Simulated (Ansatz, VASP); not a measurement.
# One calculation of Re, two programs

```
CELL_PARAMETERS angstrom
-0.01975 1.96513 1.96513
1.96513 -0.01975 1.96513
1.96513 1.96513 -0.01975
ATOMIC_POSITIONS crystal
Re 0.00000 0.00000 0.00000
```

Change from the starting cell: equal xy, yz and zx shear strains of -1 %.

Alike in both runs: task single point; functional PBE; k mesh 14 × 14 × 14; occupations fermi-dirac, width 0.03 eV; no spin polarisation.

|  | VASP | Ansatz |
| --- | --- | --- |
| version | VASP 6.6.1 | Ansatz 0.2.0 |
| potentials or method | VASP PAW PBE potentials, release 64 (Re), cutoff 520 eV | all-electron LAPW, scalar-relativistic |

|  | VASP | Ansatz | Ansatz less VASP |
| --- | --- | --- | --- |
| pressure (GPa) | -9.7 | -8.9 | +0.81 |
| traceless stress, the component that is largest in VASP (GPa) | 1.33 | 1.33 | 0.000 |

Ansatz ran all-electron here, and VASP with PAW potentials.

Neither program's run includes spin-orbit coupling.
